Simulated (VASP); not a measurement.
# As (R-3m) in VASP: single point with PBEsol

Aim: the single point of As with PBEsol.

Program: VASP 6.6.1. These are calculated values, not measurements. Logs are shortened: lines on timing, memory, paths and dates and some standing lists are left out, and cuts for length are marked.

**1. The cell of the first run**

Symmetry: R-3m, No. 166, trigonal system. The conventional cell has a = 3.703 Å, b = 3.703 Å, c = 10.614 Å, α = 90.00°, β = 90.00°, γ = 120.00°. As (site symmetry 3m) has 6 As at 2.50 to 3.10 Å within 3.3 Å.

**2. Single point, PBEsol (strain -0.015 along x and y, +0.015 along z)**

INCAR reads:

```
PREC = Accurate
ENCUT = 510
EDIFF = 1E-6
ISMEAR = 0
SIGMA = 0.15
LREAL = F
LASPH = T
NELM = 120
ALGO = Normal
ISIF = 2
LWAVE = F
LCHARG = F
GGA = PS
NBANDS = 22
GGA_COMPAT = F
```

KPOINTS reads:

```
regular mesh
0
Gamma
  18 18 18
```

POSCAR reads:

```
As
1.0
    1.8515532156      1.0689947475      3.5380565500
   -1.8515532156      1.0689947475      3.5380565500
    0.0000000000     -2.1379894949      3.5380565500
As
2
Direct
    0.2275400000      0.2275400000      0.2275400000
    0.7724600000      0.7724600000      0.7724600000
```

Potentials or basis: VASP PAW PBE potentials, release 64 (As_d).

Command:

```bash
$ cat potpaw_PBE.64/As_d/POTCAR > POTCAR
$ mpirun -np 1 vasp_std > vasp.out
```

OUTCAR:

```text
PREC = Accurate
   ENCUT = 510
   EDIFF = 1E-6
   ISMEAR = 0
   LREAL = F
   LASPH = T
   NELM = 120
   ISIF = 2
   GGA = PS

 ion  position               nearest neighbor table
   1  0.228  0.228  0.228-   2 2.50   2 2.50   2 2.50
   2  0.772  0.772  0.772-   1 2.50   1 2.50   1 2.50

  LATTYP: Found a trigonal (rhomboedric) cell.
 ALAT       =     4.1338654104
 COS(alpha) =     0.5987733910

  Lattice vectors:

 A1 = (   1.8515532156,   1.0689947475,   3.5380565500)
 A2 = (  -1.8515532156,   1.0689947475,   3.5380565500)
 A3 = (   0.0000000000,  -2.1379894949,   3.5380565500)

Analysis of symmetry for initial positions (statically):
=====================================================================
 Subroutine PRICEL returns:
 Original cell was already a primitive cell.

 Routine SETGRP: Setting up the symmetry group for a
 trigonal (rhombohedral) supercell.

 Subroutine GETGRP returns: Found 12 space group operations
 (whereof 12 operations were pure point group operations)
 out of a pool of 12 trial point group operations.

The static configuration has the point symmetry D_3d.

Analysis of symmetry for dynamics (positions and initial velocities):
=====================================================================
 Subroutine PRICEL returns:
 Original cell was already a primitive cell.

 Routine SETGRP: Setting up the symmetry group for a
 trigonal (rhombohedral) supercell.

 Subroutine GETGRP returns: Found 12 space group operations
 (whereof 12 operations were pure point group operations)
 out of a pool of 12 trial point group operations.

The dynamic configuration has the point symmetry D_3d.

 Subroutine INISYM returns: Found 12 space group operations
 (whereof 12 operations are pure point group operations),
 and found     1 'primitive' translations

----------------------------------------------------------------------------------------

                                     Primitive cell

  volume of cell :      42.0173

  direct lattice vectors                    reciprocal lattice vectors
     1.851553216  1.068994747  3.538056550     0.270043548  0.155909715  0.094213682
    -1.851553216  1.068994747  3.538056550    -0.270043548  0.155909715  0.094213682
     0.000000000 -2.137989495  3.538056550     0.000000000 -0.311819430  0.094213682

  length of vectors
     4.133865410  4.133865410  4.133865410     0.325741577  0.325741577  0.325741577

  position of ions in fractional coordinates (direct lattice)
     0.227540000  0.227540000  0.227540000
     0.772460000  0.772460000  0.772460000

  ion indices of the primitive-cell ions
   primitive index   ion index
                 1           1
                 2           2

----------------------------------------------------------------------------------------

 KPOINTS: regular mesh

Automatic generation of k-mesh.
 Grid dimensions read from file:
 generate k-points for:   18   18   18

 Generating k-lattice:

  Cartesian coordinates                     Fractional coordinates (reciprocal lattice)
     0.015002419  0.008661651  0.005234093     0.055555556  0.000000000 -0.000000000
    -0.015002419  0.008661651  0.005234093     0.000000000  0.055555556 -0.000000000
     0.000000000 -0.017323302  0.005234093     0.000000000  0.000000000  0.055555556

  Length of vectors
     0.018096754  0.018096754  0.018096754

  Shift w.r.t. Gamma in fractional coordinates (k-lattice)
     0.000000000  0.000000000  0.000000000

 Subroutine IBZKPT returns following result:
 ===========================================

 Found    580 irreducible k-points:

 Following reciprocal coordinates:
            Coordinates               Weight
  0.000000  0.000000  0.000000      1.000000
  0.055556  0.000000  0.000000      6.000000
  0.111111  0.000000  0.000000      6.000000
  0.166667  0.000000  0.000000      6.000000
  0.222222  0.000000  0.000000      6.000000
  0.277778  0.000000  0.000000      6.000000
[... 16 lines left out ...]
 -0.277778  0.055556 -0.000000     12.000000
 -0.222222  0.055556 -0.000000     12.000000
 [... further k-points ...]
   k-points           NKPTS =    580   k-points in BZ     NKDIM =    580   number of bands    NBANDS=     22
   number of dos      NEDOS =    301   number of ions     NIONS =      2
   total plane-waves  NPLWV =  27000
   dimension x,y,z NGX =    30 NGY =   30 NGZ =   30
   dimension x,y,z NGXF=    60 NGYF=   60 NGZF=   60
   ions per type =               2
   NGX,Y,Z   is equivalent  to a cutoff of  12.06, 12.06, 12.06 a.u.
   NGXF,Y,Z  is equivalent  to a cutoff of  24.13, 24.13, 24.13 a.u.
 SYSTEM =  unknown system
   PREC   = accura    normal or accurate (medium, high low for compatibility)
   ISTART =      0    job   : 0-new  1-cont  2-samecut
   ICHARG =      2    charge: 1-file 2-atom 10-const
   ISPIN  =      1    spin polarized calculation?
   LNONCOLLINEAR =      F non collinear calculations
   LSORBIT =      F    spin-orbit coupling
   LASPH  =      T    aspherical Exc in radial PAW
   ENCUT  =  510.0 eV  37.48 Ry    6.12 a.u.   7.61  7.61  7.61*2*pi/ulx,y,z
   NELM   =    120;   NELMIN=  2; NELMDL= -5     # of ELM steps
   EDIFF  = 0.1E-05   stopping-criterion for ELM
   LREAL  =      F    real-space projection
   EDIFFG = 0.1E-04   stopping-criterion for IOM
   NSW    =      0    number of steps for IOM
   IBRION =     -1    ionic relax: 0-MD 1-quasi-New 2-CG
   NFREE  =      0    steps in history (QN), initial steepest desc. (CG)
   ISIF   =      2    stress and relaxation
   ISYM   =      2    0-nonsym 1-usesym 2-fastsym
   POTIM  = 0.5000    time-step for ionic-motion
   TEBEG  =    0.0;   TEEND  =   0.0 temperature during run
   PSTRESS=    0.0 pullay stress
   NELECT =      30.0000    total number of electrons
   NUPDOWN=      -1.0000    fix difference up-down
   EMIN   =  10.00;   EMAX   =-10.00  energy-range for DOS
   EFERMI =   0.00;   METHOD = LEGACY
   ISMEAR =     0;   SIGMA  =   0.15  broadening in eV -4-tet -1-fermi 0-gaus
   EFERMI_NEDOS =   21; number of points for ismear=-14 and -15
   IALGO  =     38    algorithm
   IMIX   =      4    mixing-type and parameters
     AMIX     =   0.40;   BMIX     =  1.00
     AMIX_MAG =   1.60;   BMIX_MAG =  1.00
  volume/ion in A,a.u.               =      21.01       141.77
  Fermi-wavevector in a.u.,A,eV,Ry     =   1.463208  2.765062 29.129758  2.140977
  Thomas-Fermi vector in A             =   2.579330
   LORBIT       =      0    0 simple, 1 ext, 2 COOP (PROOUT), +10 PAW based schemes
   GGA     = PS    functional components
   LHFCALC =     F    Hartree Fock is set to
   AEXX    =    0.0000 exact exchange contribution
   IVDW    =     0    specifies the selected vdW correction
   LEPSILON=     F    determine dielectric tensor
   LRPA    =     F    only Hartree local field effects (RPA)
 non-spin polarized calculation
 Gauss-broadening in eV      SIGMA  =   0.15
  energy-cutoff  :      510.00
  volume of cell :       42.02
 maximum number of plane-waves:      1122
   NGX = 15   NGY = 15   NGZ = 15

 number of electron      29.9999996 magnetization

 Free energy of the ion-electron system (eV)
  ---------------------------------------------------
  ext. energy  EPLUGINS =         0.00000000
  ---------------------------------------------------
  free energy    TOTEN  =       -10.22447449 eV

  energy without entropy =      -10.22005739  energy(sigma->0) =      -10.22226594

 E-fermi :   4.0118     XC(G=0): -10.9771

 val. band max:        4.0095866741   @ k =   0.5000   0.0556   0.0000
 cond. band min:       4.0224881218   @ k =   0.4444   0.3889   0.3333
 fundamental gap:      0.0129014478
 Fermi energy:         4.0117576563

 k-point     1 :       0.0000    0.0000    0.0000
  band No.  band energies     occupation
      1     -32.3512      2.00000
      2     -32.3512      2.00000
      3     -32.3012      2.00000
      4     -32.3012      2.00000
      5     -32.2739      2.00000
      6     -32.2284      2.00000
[... 14 lines left out ...]
     21      11.1445      0.00000
     22      12.7430      0.00000

 k-point     2 :       0.0556    0.0000    0.0000
  band No.  band energies     occupation
      1     -32.3507      2.00000
      2     -32.3501      2.00000
      3     -32.3009      2.00000
      4     -32.3005      2.00000
      5     -32.2736      2.00000
      6     -32.2288      2.00000
[... 14 lines left out ...]
     21      10.8386      0.00000
     22      13.0501      0.00000

 k-point     3 :       0.1111    0.0000    0.0000
  band No.  band energies     occupation
      1     -32.3495      2.00000
      2     -32.3471      2.00000
      3     -32.3000      2.00000
      4     -32.2985      2.00000
      5     -32.2727      2.00000
      6     -32.2302      2.00000
[... 14 lines left out ...]
     21      10.7363      0.00000
     22      13.7885      0.00000

 k-point     4 :       0.1667    0.0000    0.0000
  band No.  band energies     occupation
      1     -32.3476      2.00000
      2     -32.3422      2.00000
      3     -32.2987      2.00000
      4     -32.2952      2.00000
      5     -32.2711      2.00000
      6     -32.2325      2.00000
[... 14 lines left out ...]
     21      10.9683      0.00000
     22      14.7935      0.00000

 k-point     5 :       0.2222    0.0000    0.0000
  band No.  band energies     occupation
      1     -32.3451      2.00000
      2     -32.3356      2.00000
      3     -32.2970      2.00000
      4     -32.2908      2.00000
      5     -32.2689      2.00000
      6     -32.2357      2.00000
[... 417 lines left out ...]
 k-point    22 :      -0.3333    0.0556    0.0000
  band No.  band energies     occupation
      1     -32.3399      2.00000
      2     -32.3131      2.00000
      3     -32.2920      2.00000
      4     -32.2773      2.00000
      5     -32.2606      2.00000
      6     -32.2484      2.00000
[... 14 lines left out ...]
     21      14.3352      0.00000
     22      16.0174      0.00000

 k-point    23 :      -0.2778    0.0556   -0.0000
  band No.  band energies     occupation
      1     -32.3425      2.00000
      2     -32.3218      2.00000
      3     -32.2942      2.00000
      4     -32.2830      2.00000
      5     -32.2639      2.00000
      6     -32.2433      2.00000
[... 14 lines left out ...]
     21      13.2278      0.00000
     22      16.2610      0.00000

 k-point    24 :      -0.2222    0.0556   -0.0000
  band No.  band energies     occupation
      1     -32.3452      2.00000
      2     -32.3302      2.00000
      3     -32.2961      2.00000
      4     -32.2883      2.00000
      5     -32.2671      2.00000
      6     -32.2387      2.00000
[... 14 lines left out ...]
     21      12.2710      0.00000
     22      15.3850      0.00000

 [... further k-points ...]

------------------------ aborting loop because EDIFF is reached ----------------------------------------

  FORCE on cell =-STRESS in cart. coord.  units (eV):
  Direction    XX          YY          ZZ          XY          YZ          ZX
  --------------------------------------------------------------------------------------
  -------------------------------------------------------------------------------------
  Total        0.7384806      0.7384806      0.1058689      0.0000000      0.0000000      0.0000000
  in kB       28.1593008     28.1593008      4.0369286      0.0000000      0.0000000      0.0000000
  external PRESSURE =      20.1185101 kB  Pullay stress =       0.0000000 kB

 VOLUME and BASIS-vectors are now :
 -----------------------------------------------------------------------------
  energy-cutoff  :      510.00
  volume of cell :       42.02
      direct lattice vectors                 reciprocal lattice vectors
     1.851553216  1.068994747  3.538056550     0.270043548  0.155909715  0.094213682
    -1.851553216  1.068994747  3.538056550    -0.270043548  0.155909715  0.094213682
     0.000000000 -2.137989495  3.538056550     0.000000000 -0.311819430  0.094213682

 POSITION                                       TOTAL-FORCE (eV/Angst)
 -----------------------------------------------------------------------------------
      0.00000      0.00000      2.41515         0.000000      0.000000      0.218881
      0.00000      0.00000      8.19902         0.000000     -0.000000     -0.218881
 -----------------------------------------------------------------------------------
    total drift:                               -0.000000      0.000000     -0.000000

  FREE ENERGIE OF THE ION-ELECTRON SYSTEM (eV)
  ---------------------------------------------------
  free  energy   TOTEN  =       -10.2244744908 eV

  energy  without entropy=      -10.2200573949  energy(sigma->0) =      -10.22226594
```

Run time: 6.2 min. Hardware: 1 thread of Intel Xeon Platinum 8259CL at 2.50GHz (Skylake/Cascade Lake), shared host; peak memory 0.49 GiB.

What came out:

```yaml
Free_energy: -10.2245 eV
Pressure: 2.0 GPa
Largest_force: 0.219 eV/Å
Band_gap_on_the_k_mesh: zero (bands 15 and 16 overlap by 0.67 eV)
```

Forces on the atoms (eV/Å):
```
As   0.000  0.000  0.219
As   0.000  0.000 -0.219
```

Levels at points of the mesh, in eV from the Fermi level:
| k point | band 11 | band 12 | band 13 | band 14 | band 15 | band 16 | band 17 | band 18 | band 19 | band 20 |
| --- | --- | --- | --- | --- | --- | --- | --- | --- | --- | --- |
| (0.00, 0.00, 0.00) | -15.38 | -5.91 | -2.95 | -2.01 | -2.01 | 1.66 | 2.87 | 2.87 | 6.82 | 6.82 |
| (0.50, 0.00, 0.00) | -12.53 | -11.31 | -3.09 | -2.91 | -0.52 | -0.42 | -0.07 | 1.20 | 8.60 | 8.70 |
| (0.50, 0.50, 0.00) | -12.49 | -9.87 | -6.29 | -4.57 | -4.22 | 1.30 | 5.37 | 6.74 | 7.17 | 10.62 |
| (0.50, 0.50, 0.50) | -14.08 | -10.37 | -1.73 | -1.73 | -0.44 | 0.73 | 0.73 | 1.85 | 7.82 | 10.43 |

Caveat: the cell differs from its parent crystal (strain -0.015 along x and y, +0.015 along z); the PAW data sets were made with another functional, which shifts forces and pressure a little.
